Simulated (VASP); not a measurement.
# Li8Cl7 (a cell with a defect): single point with PBE

System: Li8Cl7 (a cell with a defect).

```
Li Cl
1.0
    -1.96269    3.39948   -6.28939
    -1.96269    3.39948    6.28939
     7.85076    0.00000    0.00000
Li Cl
8 7
Direct
  0.65362 0.59083 0.33183
  0.22226 0.10751 0.35922
  0.72647 0.60118 0.83199
  0.22865 0.07528 0.83943
  0.09690 0.56939 0.15781
  0.66228 0.02916 0.15595
  0.15815 0.50483 0.63747
  0.65378 0.03472 0.65903
  0.42762 0.93983 0.32421
  0.92556 0.42534 0.81119
  0.42514 0.89809 0.81896
  0.83085 0.80828 0.17606
  0.25241 0.37327 0.24719
  0.83661 0.83581 0.67370
  0.34277 0.31899 0.69820
```

- Program: VASP 6.6.1
- Task: single point
- Functional: PBE
- Potentials or basis: VASP PAW PBE potentials, release 64 (Li_sv, Cl)
- Cutoff: 520 eV
- k mesh: 4 × 4 × 4
- Occupations: gaussian, width 0.05 eV
- Spin: no spin polarisation
- Dipole correction: no
- Further INCAR settings: LREAL = Auto; ALGO = Normal; EDIFF = 1e-06; NBANDS = 50

* Largest force: 0.434 eV/Å
* Band gap on the k mesh: zero (an odd number of electrons rules out a gap without spin polarisation)

Forces on the atoms (eV/Å):
```
Li   0.010 -0.009 -0.001
Li   0.023 -0.033  0.007
Li   0.016  0.004  0.021
Li   0.008  0.003  0.060
Li   0.054 -0.024 -0.089
Li   0.030 -0.035  0.013
Li   0.067 -0.013  0.066
Li   0.007 -0.009  0.012
Cl   0.013 -0.013  0.031
Cl   0.036 -0.009  0.015
Cl   0.015  0.002  0.044
Cl  -0.003  0.006  0.058
Cl  -0.285  0.135 -0.298
Cl   0.020 -0.001  0.012
Cl  -0.012 -0.005  0.053
```

Levels at points of the mesh, in eV from the Fermi level:
| k point | band 33 | band 34 | band 35 | band 36 | band 37 | band 38 | band 39 | band 40 |
| --- | --- | --- | --- | --- | --- | --- | --- | --- |
| (0.00, 0.00, 0.00) | -5.26 | -5.08 | -5.01 | -4.84 | -0.61 | 1.66 | 2.06 | 2.21 |
| (0.50, 0.00, 0.00) | -5.25 | -5.24 | -5.09 | -4.92 | 0.13 | 1.14 | 2.24 | 2.53 |
| (0.00, 0.50, 0.50) | -5.30 | -5.25 | -5.16 | -4.89 | -0.01 | 1.37 | 2.14 | 2.42 |
| (0.00, 0.50, 0.00) | -5.26 | -5.22 | -5.14 | -4.95 | -0.03 | 1.53 | 2.07 | 2.33 |
| (0.50, 0.00, 0.50) | -5.28 | -5.23 | -5.11 | -4.88 | 0.14 | 1.49 | 1.94 | 2.29 |
| (0.50, 0.50, 0.00) | -5.26 | -5.21 | -5.10 | -4.88 | 0.08 | 1.26 | 2.16 | 2.19 |
| (0.00, 0.00, 0.50) | -5.17 | -5.13 | -5.06 | -5.00 | -0.13 | 1.47 | 2.37 | 2.52 |
| (0.50, 0.50, 0.50) | -5.43 | -5.37 | -5.13 | -5.05 | 0.30 | 1.35 | 2.00 | 2.24 |

It took 7.4 min on 1 thread of Intel(R) Xeon(R) 6975P-C (Granite Rapids), on a shared host, peak memory 0.63 GiB.

Caveat: an odd number of electrons without spin polarisation forces a metal; a magnetic or distorted state may lie lower.
